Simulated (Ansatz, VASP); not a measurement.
# AlN in VASP and in Ansatz

```
CELL_PARAMETERS angstrom
3.10669 0.00000 0.00000
-1.55335 2.69048 0.00000
0.00000 0.00000 4.97859
ATOMIC_POSITIONS crystal
Al 0.33333 0.66667 0.99920
Al 0.66667 0.33333 0.49920
N 0.33333 0.66667 0.38080
N 0.66667 0.33333 0.88080
```

Alike in both runs: task single point; functional PBE; k mesh 12 × 12 × 6; no spin polarisation.

|  | VASP | Ansatz |
| --- | --- | --- |
| version | VASP 6.6.1 | Ansatz 0.2.0 |
| potentials or method | VASP PAW PBE potentials, release 64 (Al, N) | plane waves, PAW |
| plane-wave cutoff (eV) | 520 | 420 |
| occupations | gaussian, width 0.01 eV | fixed |
| valence electrons in the cell | 16 | 16 |

|  | VASP | Ansatz | Ansatz less VASP |
| --- | --- | --- | --- |
| gap on the k mesh at the Fermi level (eV) | 4.24 | 4.23 | -0.011 |
| pressure (GPa) | 4.4 | 4.6 | +0.26 |
| traceless stress, the component that is largest in VASP (GPa) | -0.10 | -0.14 | -0.043 |
| rms of the force components (eV/Å) | 0.005 | 0.005 | +0.0002 |

Atom by atom the forces differ by 0.000 eV/Å (rms over components).
